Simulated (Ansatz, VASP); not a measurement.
One calculation of NiO, two programs

```
Ni O
1.0
     0.00000    2.01604    2.01604
     2.01604    0.00000    2.01604
     2.01604    2.01604    0.00000
Ni O
1 1
Direct
  0.00000 0.00000 0.00000
  0.50000 0.50000 0.50000
```

Alike in both runs: task single point; functional PBEsol; k mesh 18 × 18 × 18; occupations gaussian, width 0.1 eV; collinear spin.

|  | VASP | Ansatz |
| --- | --- | --- |
| version | VASP 6.6.1 | Ansatz 0.2.0 |
| potentials or method | VASP PAW PBE potentials, release 64 (Ni, O), cutoff 520 eV | scalar-relativistic, plane waves, PAW |
| valence electrons in the cell | 16 | 24 |

|  | VASP | Ansatz | Ansatz less VASP |
| --- | --- | --- | --- |
| gap on the k mesh at the Fermi level (eV) | none | none | - |
| pressure (GPa) | 13.4 | 11.9 | -1.53 |
| net moment per atom (μB) | 0.35 | 0.11 | -0.238 |
| size of the moment on the site where the two differ most (μB) | 0.58 | 0.18 | -0.405 |

The net moments are unlike, so the other rows may belong to different states. VASP's potentials were made for PBE, not for PBEsol. Site moments also hang on the region over which each program counts them. A gap of «none» marks a metal or a gap that the smearing closes. VASP's potentials hold 16 valence electrons a cell and Ansatz's 24, so a difference there can come from the potentials and not from the codes.
